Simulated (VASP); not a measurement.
# CdSe (R3m) in VASP: further runs, part 2 of 2

VASP 6.6.1. Earlier steps stand in the parts before.

## Step 3: Electric field gradients, LDA (equal xy, yz and zx shear strains of +2 %)

The input, INCAR:

```
PREC = Accurate
ENCUT = 520
EDIFF = 1E-8
ISMEAR = -1
SIGMA = 0.03
LREAL = F
LASPH = T
NELM = 60
ALGO = Normal
ISIF = 2
LWAVE = F
LCHARG = F
GGA = CA
LEFG = T
NBANDS = 16
```

The input, KPOINTS:

```
regular mesh
0
Gamma
  8 8 8
```

The input, POSCAR:

```
CdSe
1.0
    0.0614054240      3.1009739106      3.1009739106
    3.1009739106      0.0614054240      3.1009739106
    3.1009739106      3.1009739106      0.0614054240
Cd Se
1 1
Direct
    0.0000000000      0.0000000000      0.0000000000
    0.2500000000      0.2500000000      0.2500000000
```

Potentials or basis: VASP PAW LDA potentials, release 64 (Cd, Se).

On the command line:

```
> cat potpaw_LDA.64/Cd/POTCAR potpaw_LDA.64/Se/POTCAR > POTCAR
> mpirun -np 1 vasp_std > vasp.out
```

OUTCAR:

```text
PREC = Accurate
   ENCUT = 520
   EDIFF = 1E-8
   ISMEAR = -1
   LREAL = F
   LASPH = T
   NELM = 60
   ISIF = 2
   GGA = CA

 ion  position               nearest neighbor table
   1  0.000  0.000  0.000-   2 2.64   2 2.64   2 2.64   2 2.71
   2  0.250  0.250  0.250-   1 2.64   1 2.64   1 2.64   1 2.71

  LATTYP: Found a trigonal (rhomboedric) cell.
 ALAT       =     4.3858692428
 COS(alpha) =     0.5197000882

  Lattice vectors:

 A1 = (   0.0614054240,   3.1009739106,   3.1009739106)
 A2 = (   3.1009739106,   0.0614054240,   3.1009739106)
 A3 = (   3.1009739106,   3.1009739106,   0.0614054240)

Analysis of symmetry for initial positions (statically):
=====================================================================
 Subroutine PRICEL returns:
 Original cell was already a primitive cell.

 Routine SETGRP: Setting up the symmetry group for a
 trigonal (rhombohedral) supercell.

 Subroutine GETGRP returns: Found  6 space group operations
 (whereof  6 operations were pure point group operations)
 out of a pool of 12 trial point group operations.

The static configuration has the point symmetry C_3v.

Analysis of symmetry for dynamics (positions and initial velocities):
=====================================================================
 Subroutine PRICEL returns:
 Original cell was already a primitive cell.

 Routine SETGRP: Setting up the symmetry group for a
 trigonal (rhombohedral) supercell.

 Subroutine GETGRP returns: Found  6 space group operations
 (whereof  6 operations were pure point group operations)
 out of a pool of 12 trial point group operations.

The dynamic configuration has the point symmetry C_3v.

 Subroutine INISYM returns: Found  6 space group operations
 (whereof  6 operations are pure point group operations),
 and found     1 'primitive' translations

----------------------------------------------------------------------------------------

                                     Primitive cell

  volume of cell :      57.8670

  direct lattice vectors                    reciprocal lattice vectors
     0.061405424  3.100973911  3.100973911    -0.166109750  0.162884318  0.162884318
     3.100973911  0.061405424  3.100973911     0.162884318 -0.166109750  0.162884318
     3.100973911  3.100973911  0.061405424     0.162884318  0.162884318 -0.166109750

  length of vectors
     4.385869243  4.385869243  4.385869243     0.283998329  0.283998329  0.283998329

  position of ions in fractional coordinates (direct lattice)
     0.000000000  0.000000000  0.000000000
     0.250000000  0.250000000  0.250000000

  ion indices of the primitive-cell ions
   primitive index   ion index
                 1           1
                 2           2

----------------------------------------------------------------------------------------

 KPOINTS: regular mesh

Automatic generation of k-mesh.
 Grid dimensions read from file:
[... 65 lines left out ...]
   EDIFF  = 0.1E-07   stopping-criterion for ELM
   LREAL  =      F    real-space projection
   EDIFFG = 0.1E-06   stopping-criterion for IOM
   NSW    =      0    number of steps for IOM
   IBRION =     -1    ionic relax: 0-MD 1-quasi-New 2-CG
   NFREE  =      0    steps in history (QN), initial steepest desc. (CG)
   ISIF   =      2    stress and relaxation
   ISYM   =      2    0-nonsym 1-usesym 2-fastsym
   POTIM  = 0.5000    time-step for ionic-motion
   TEBEG  =    0.0;   TEEND  =   0.0 temperature during run
   PSTRESS=    0.0 pullay stress
   NELECT =      18.0000    total number of electrons
   NUPDOWN=      -1.0000    fix difference up-down
   EMIN   =  10.00;   EMAX   =-10.00  energy-range for DOS
   EFERMI =   0.00;   METHOD = LEGACY
   ISMEAR =    -1;   SIGMA  =   0.03  broadening in eV -4-tet -1-fermi 0-gaus
   EFERMI_NEDOS =   21; number of points for ismear=-14 and -15
   IALGO  =     38    algorithm
   IMIX   =      4    mixing-type and parameters
     AMIX     =   0.40;   BMIX     =  1.00
     AMIX_MAG =   1.60;   BMIX_MAG =  1.00
  volume/ion in A,a.u.               =      28.93       195.25
  Fermi-wavevector in a.u.,A,eV,Ry     =   1.109231  2.096143 16.740525  1.230394
  Thomas-Fermi vector in A             =   2.245768
   LORBIT       =      0    0 simple, 1 ext, 2 COOP (PROOUT), +10 PAW based schemes
   GGA     = CA    functional components
   LHFCALC =     F    Hartree Fock is set to
   AEXX    =    0.0000 exact exchange contribution
   IVDW    =     0    specifies the selected vdW correction
   LEPSILON=     F    determine dielectric tensor
   LRPA    =     F    only Hartree local field effects (RPA)
 non-spin polarized calculation
  energy-cutoff  :      520.00
  volume of cell :       57.87
 maximum number of plane-waves:      1572
 NGX is ok and might be reduce to    36
   NGX = 17   NGY = 17   NGZ = 17

 number of electron      18.0000001 magnetization

 Free energy of the ion-electron system (eV)
  ---------------------------------------------------
  ext. energy  EPLUGINS =         0.00000000
  ---------------------------------------------------
  free energy    TOTEN  =        -6.72363121 eV

  energy without entropy =       -6.72361390  energy(sigma->0) =       -6.72362255

 E-fermi :   0.7707     XC(G=0):  -9.1659

 val. band max:        0.6146128553   @ k =   0.0000   0.0000   0.0000
 cond. band min:       0.9023840090   @ k =   0.0000   0.0000   0.0000
 fundamental gap:      0.2877711537
 Fermi energy:         0.7707125889

 k-point     1 :       0.0000    0.0000    0.0000
  band No.  band energies     occupation
      1     -11.9094      2.00000
      2      -7.2839      2.00000
      3      -7.2839      2.00000
      4      -7.2553      2.00000
      5      -6.9240      2.00000
      6      -6.9240      2.00000
[... 433 lines left out ...]
      3      -7.1850      2.00000
      4      -6.9861      2.00000
      5      -6.9316      2.00000
      6      -6.8866      2.00000
[... 8 lines left out ...]
     15      10.8727      0.00000
     16      11.9002      0.00000

 [... further k-points ...]
[... 5 lines left out ...]
  --------------------------------------------------------------------------------------
  -------------------------------------------------------------------------------------
  Total       -1.0126791     -1.0126791     -1.0126791     -0.2723499     -0.2723499     -0.2723499
  in kB      -28.0382990    -28.0382990    -28.0382990     -7.5406204     -7.5406204     -7.5406204
  external PRESSURE =     -28.0382990 kB  Pullay stress =       0.0000000 kB

 VOLUME and BASIS-vectors are now :
 -----------------------------------------------------------------------------
  energy-cutoff  :      520.00
  volume of cell :       57.87
      direct lattice vectors                 reciprocal lattice vectors
     0.061405424  3.100973911  3.100973911    -0.166109750  0.162884318  0.162884318
     3.100973911  0.061405424  3.100973911     0.162884318 -0.166109750  0.162884318
     3.100973911  3.100973911  0.061405424     0.162884318  0.162884318 -0.166109750

 POSITION                                       TOTAL-FORCE (eV/Angst)
 -----------------------------------------------------------------------------------
      0.00000      0.00000      0.00000         0.083885      0.083885      0.083885
      1.56584      1.56584      1.56584        -0.083885     -0.083885     -0.083885
 -----------------------------------------------------------------------------------
    total drift:                                0.000095      0.000095      0.000095

  FREE ENERGIE OF THE ION-ELECTRON SYSTEM (eV)
  ---------------------------------------------------
  free  energy   TOTEN  =        -6.7236312109 eV

  energy  without entropy=       -6.7236138979  energy(sigma->0) =       -6.72362255

 Electric field gradients (V/A^2)
---------------------------------------------------------------------
 ion       V_xx      V_yy      V_zz      V_xy      V_xz      V_yz
---------------------------------------------------------------------
   1       0.000    -0.000     0.000    10.677    10.677    10.677
   2      -0.000     0.000    -0.000     4.824     4.824     4.824
---------------------------------------------------------------------

 Electric field gradients after diagonalization (V/A^2)
 (convention: |V_zz| > |V_xx| > |V_yy|)
----------------------------------------------------------------------
 ion       V_xx      V_yy      V_zz     asymmetry (V_yy - V_xx)/ V_zz
----------------------------------------------------------------------
   1     -10.677   -10.677    21.353       0.000
   2      -4.824    -4.824     9.648       0.000
----------------------------------------------------------------------

           NMR quadrupolar parameters

 Cq : quadrupolar parameter    Cq=e*Q*V_zz/h
 eta: asymmetry parameters     (V_yy - V_xx)/ V_zz
 Q  : nuclear electric quadrupole moment in mb (millibarn)
----------------------------------------------------------------------
 ion       Cq(MHz)       eta       Q (mb)
----------------------------------------------------------------------
   1       0.052       0.000       1.000
   2       0.023       0.000       1.000
----------------------------------------------------------------------
```

stdout:

```text
POSCAR found type information on POSCAR CdSe
 POSCAR found :  2 types and       2 ions
 scaLAPACK will be used
 LDA part: xc-table for (Slater(with rela. corr.)+CA(PZ))
 , standard interpolation
 POSCAR, INCAR and KPOINTS ok, starting setup
 FFT: planning ... GRIDC
 FFT: planning ... GRID_SOFT
 FFT: planning ... GRID
 WAVECAR not read
 entering main loop
ion   1

ion   2
```

It took 31 s on 1 thread of Intel Xeon 6975P-C (Granite Rapids), shared host; peak memory 0.2 GiB.

What came out:

```
Free energy            : -6.7236 eV
Pressure               : -2.8 GPa
Largest force          : 0.145 eV/Å
Band gap on the k mesh : 0.29 eV, direct
```

Forces in eV/Å, atoms in the order of the input:
```
Cd   0.084  0.084  0.084
Se  -0.084 -0.084 -0.084
```

Levels at points of the mesh, in eV from the valence-band top:
| k point | band 6 | band 7 | band 8 | band 9 | band 10 | band 11 | band 12 | band 13 |
| --- | --- | --- | --- | --- | --- | --- | --- | --- |
| (0.00, 0.00, 0.00) | -7.54 | -0.11 | 0.00 | 0.00 | 0.29 | 5.54 | 5.89 | 5.89 |
| (0.50, 0.00, 0.00) | -7.26 | -4.35 | -0.79 | -0.77 | 2.09 | 6.13 | 6.35 | 7.12 |
| (0.50, 0.50, 0.00) | -7.21 | -4.07 | -1.89 | -1.75 | 2.94 | 3.57 | 8.67 | 9.82 |
| (0.50, 0.50, 0.50) | -7.29 | -4.33 | -0.66 | -0.66 | 2.24 | 6.39 | 6.39 | 6.96 |

Electric field gradients, principal values (V/Å²):
| atom | least | middle | greatest (by size) |
| --- | --- | --- | --- |
| 1 Cd | -10.677 | -10.677 | 21.353 |
| 2 Se | -4.824 | -4.824 | 9.648 |

Caveat: the cell differs from its parent crystal (equal xy, yz and zx shear strains of +2 %); without QUAD_EFG the Cq values of the log hold for a quadrupole moment of 1 mb, not for the nuclei.

## Step 4: Electric field gradients, LDA (equal xy, yz and zx shear strains of +2 %)

The input, INCAR:

```
  PREC = Accurate
  ENCUT = 520
  EDIFF = 1E-8
  ISMEAR = -1
  SIGMA = 0.03
  LREAL = F
  LASPH = T
  NELM = 60
  ALGO = Normal
  ISIF = 2
  LWAVE = F
  LCHARG = F
  LEFG = T
  NBANDS = 16
```

The input, KPOINTS:

```
Automatic mesh
0
Gamma
  8 8 8
```

POSCAR is that of step 3.

Potentials or basis: VASP PAW LDA potentials, release 64 (Cd, Se).

On the command line:

```
> cat potpaw_LDA.64/Cd/POTCAR potpaw_LDA.64/Se/POTCAR > POTCAR
> mpirun -np 1 vasp_std > vasp.out
```

OUTCAR:

```text
PREC = Accurate
   ENCUT = 520
   EDIFF = 1E-8
   ISMEAR = -1
   LREAL = F
   LASPH = T
   NELM = 60
   ISIF = 2

 ion  position               nearest neighbor table
   1  0.000  0.000  0.000-   2 2.64   2 2.64   2 2.64   2 2.71
   2  0.250  0.250  0.250-   1 2.64   1 2.64   1 2.64   1 2.71

  LATTYP: Found a trigonal (rhomboedric) cell.
 ALAT       =     4.3858692428
 COS(alpha) =     0.5197000882

  Lattice vectors:

 A1 = (   0.0614054240,   3.1009739106,   3.1009739106)
 A2 = (   3.1009739106,   0.0614054240,   3.1009739106)
 A3 = (   3.1009739106,   3.1009739106,   0.0614054240)

Analysis of symmetry for initial positions (statically):
=====================================================================
 Subroutine PRICEL returns:
 Original cell was already a primitive cell.

 Routine SETGRP: Setting up the symmetry group for a
 trigonal (rhombohedral) supercell.

 Subroutine GETGRP returns: Found  6 space group operations
 (whereof  6 operations were pure point group operations)
 out of a pool of 12 trial point group operations.

The static configuration has the point symmetry C_3v.

Analysis of symmetry for dynamics (positions and initial velocities):
=====================================================================
 Subroutine PRICEL returns:
 Original cell was already a primitive cell.

 Routine SETGRP: Setting up the symmetry group for a
 trigonal (rhombohedral) supercell.

 Subroutine GETGRP returns: Found  6 space group operations
 (whereof  6 operations were pure point group operations)
 out of a pool of 12 trial point group operations.

The dynamic configuration has the point symmetry C_3v.

 Subroutine INISYM returns: Found  6 space group operations
 (whereof  6 operations are pure point group operations),
 and found     1 'primitive' translations

[... 150 lines left out ...]
  band No.  band energies     occupation
      1     -11.9094      2.00000
      2      -7.2839      2.00000
      3      -7.2839      2.00000
      4      -7.2553      2.00000
      5      -6.9240      2.00000
      6      -6.9240      2.00000
[... 433 lines left out ...]
      3      -7.1850      2.00000
      4      -6.9861      2.00000
      5      -6.9316      2.00000
      6      -6.8866      2.00000
[... 8 lines left out ...]
     15      10.8727      0.00000
     16      11.9002      0.00000

 [... further k-points ...]
[... 5 lines left out ...]
  --------------------------------------------------------------------------------------
  -------------------------------------------------------------------------------------
  Total       -1.0126791     -1.0126791     -1.0126791     -0.2723499     -0.2723499     -0.2723499
  in kB      -28.0382990    -28.0382990    -28.0382990     -7.5406204     -7.5406204     -7.5406204
  external PRESSURE =     -28.0382990 kB  Pullay stress =       0.0000000 kB

 VOLUME and BASIS-vectors are now :
 -----------------------------------------------------------------------------
  energy-cutoff  :      520.00
  volume of cell :       57.87
      direct lattice vectors                 reciprocal lattice vectors
     0.061405424  3.100973911  3.100973911    -0.166109750  0.162884318  0.162884318
     3.100973911  0.061405424  3.100973911     0.162884318 -0.166109750  0.162884318
     3.100973911  3.100973911  0.061405424     0.162884318  0.162884318 -0.166109750

 POSITION                                       TOTAL-FORCE (eV/Angst)
 -----------------------------------------------------------------------------------
      0.00000      0.00000      0.00000         0.083885      0.083885      0.083885
      1.56584      1.56584      1.56584        -0.083885     -0.083885     -0.083885
 -----------------------------------------------------------------------------------
    total drift:                                0.000095      0.000095      0.000095

  FREE ENERGIE OF THE ION-ELECTRON SYSTEM (eV)
  ---------------------------------------------------
  free  energy   TOTEN  =        -6.7236312109 eV

  energy  without entropy=       -6.7236138979  energy(sigma->0) =       -6.72362255

 Electric field gradients (V/A^2)
---------------------------------------------------------------------
 ion       V_xx      V_yy      V_zz      V_xy      V_xz      V_yz
---------------------------------------------------------------------
   1       0.000    -0.000     0.000    10.677    10.677    10.677
   2      -0.000     0.000    -0.000     4.824     4.824     4.824
---------------------------------------------------------------------

 Electric field gradients after diagonalization (V/A^2)
 (convention: |V_zz| > |V_xx| > |V_yy|)
----------------------------------------------------------------------
 ion       V_xx      V_yy      V_zz     asymmetry (V_yy - V_xx)/ V_zz
----------------------------------------------------------------------
   1     -10.677   -10.677    21.353       0.000
   2      -4.824    -4.824     9.648       0.000
----------------------------------------------------------------------

           NMR quadrupolar parameters

 Cq : quadrupolar parameter    Cq=e*Q*V_zz/h
 eta: asymmetry parameters     (V_yy - V_xx)/ V_zz
 Q  : nuclear electric quadrupole moment in mb (millibarn)
----------------------------------------------------------------------
 ion       Cq(MHz)       eta       Q (mb)
----------------------------------------------------------------------
   1       0.052       0.000       1.000
   2       0.023       0.000       1.000
----------------------------------------------------------------------
```

stdout:

```text
POSCAR found type information on POSCAR CdSe
 POSCAR found :  2 types and       2 ions
 scaLAPACK will be used
 LDA part: xc-table for (Slater(with rela. corr.)+CA(PZ))
 , standard interpolation
 POSCAR, INCAR and KPOINTS ok, starting setup
 FFT: planning ... GRIDC
 FFT: planning ... GRID_SOFT
 FFT: planning ... GRID
 WAVECAR not read
 entering main loop
ion   1

ion   2
```

It took 28 s on 1 thread of Intel Xeon 6975P-C (Granite Rapids), shared host; peak memory 0.2 GiB.

What came out:

```yaml
Free_energy: -6.7236 eV
Pressure: -2.8 GPa
Largest_force: 0.145 eV/Å
Band_gap_on_the_k_mesh: 0.29 eV, direct
```

Forces on the atoms (eV/Å):
```
Cd   0.084  0.084  0.084
Se  -0.084 -0.084 -0.084
```

Levels at points of the mesh, in eV from the valence-band top:
| k point | band 5 | band 6 | band 7 | band 8 | band 9 | band 10 | band 11 | band 12 | band 13 | band 14 |
| --- | --- | --- | --- | --- | --- | --- | --- | --- | --- | --- |
| (0.00, 0.00, 0.00) | -7.54 | -7.54 | -0.11 | 0.00 | 0.00 | 0.29 | 5.54 | 5.89 | 5.89 | 9.35 |
| (0.50, 0.00, 0.00) | -7.51 | -7.26 | -4.35 | -0.79 | -0.77 | 2.09 | 6.13 | 6.35 | 7.12 | 9.65 |
| (0.50, 0.50, 0.00) | -7.48 | -7.21 | -4.07 | -1.89 | -1.75 | 2.94 | 3.57 | 8.67 | 9.82 | 9.86 |
| (0.50, 0.50, 0.50) | -7.52 | -7.29 | -4.33 | -0.66 | -0.66 | 2.24 | 6.39 | 6.39 | 6.96 | 9.75 |

Electric field gradients, principal values (V/Å²):
```
atom    least   middle  greatest (by size)
1 Cd  -10.677  -10.677              21.353
2 Se   -4.824   -4.824               9.648
```

Caveat: the cell differs from its parent crystal (equal xy, yz and zx shear strains of +2 %); without QUAD_EFG the Cq values of the log hold for a quadrupole moment of 1 mb, not for the nuclei.
